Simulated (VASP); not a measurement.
Write the native input for VASP 6.6.1 that does the following.

```
Task                   : single point
Functional             : PBE
Potentials or basis    : VASP PAW PBE potentials, release 64 (Li_sv, H)
Cutoff                 : 750 eV
k mesh                 : 10 × 10 × 10
Occupations            : gaussian, width 0.05 eV
Spin                   : no spin polarisation
Dipole correction      : no
Further INCAR settings : ALGO = Normal; EDIFF = 1e-06; NBANDS = 9
```

The structure of LiH lies in POSCAR:

```
LiH
1.0
    0.0000000000      2.0325000000      2.0325000000
    2.0325000000      0.0000000000      2.0325000000
    2.0325000000      2.0325000000      0.0000000000
Li H
1 1
Direct
    0.0000000000      0.0000000000      0.0000000000
    0.5248551776      0.5248551776      0.5248551776
```

This cell differs from its parent crystal: all H atoms moved +0.175 Å, as atom 2 along Cartesian [1 1 1].

One way to write it, as run:

INCAR

```
SYSTEM = LiH
PREC = Accurate
ENCUT = 750
EDIFF = 1E-6
ISMEAR = 0
SIGMA = 0.05
LREAL = .FALSE.
LASPH = .TRUE.
NELM = 120
ALGO = Normal
ISIF = 2
LWAVE = .FALSE.
LCHARG = .TRUE.
GGA = PE
LELF = .TRUE.
LVHAR = .TRUE.
NBANDS = 9
GGA_COMPAT = .FALSE.
```

KPOINTS

```
Automatic mesh
0
G
  10 10 10
  0 0 0
```

Potentials or basis: VASP PAW PBE potentials, release 64 (Li_sv, H).

Run with:

```console
$ cat potpaw_PBE.64/Li_sv/POTCAR potpaw_PBE.64/H/POTCAR > POTCAR
$ mpirun -np 1 vasp_std > vasp.out
```

Results of the run:

| Item | Value |
| --- | --- |
| Pressure | -1.2 GPa |
| Largest force | 0.164 eV/Å |
| Band gap on the k mesh | 3.18 eV, direct |

Caveat: the cell differs from its parent crystal (all H atoms moved +0.175 Å, as atom 2 along Cartesian [1 1 1]).

It took 14 s on 1 thread of Intel(R) Xeon(R) 6975P-C (Granite Rapids), with other jobs on the host, peak memory 0.16 GiB.
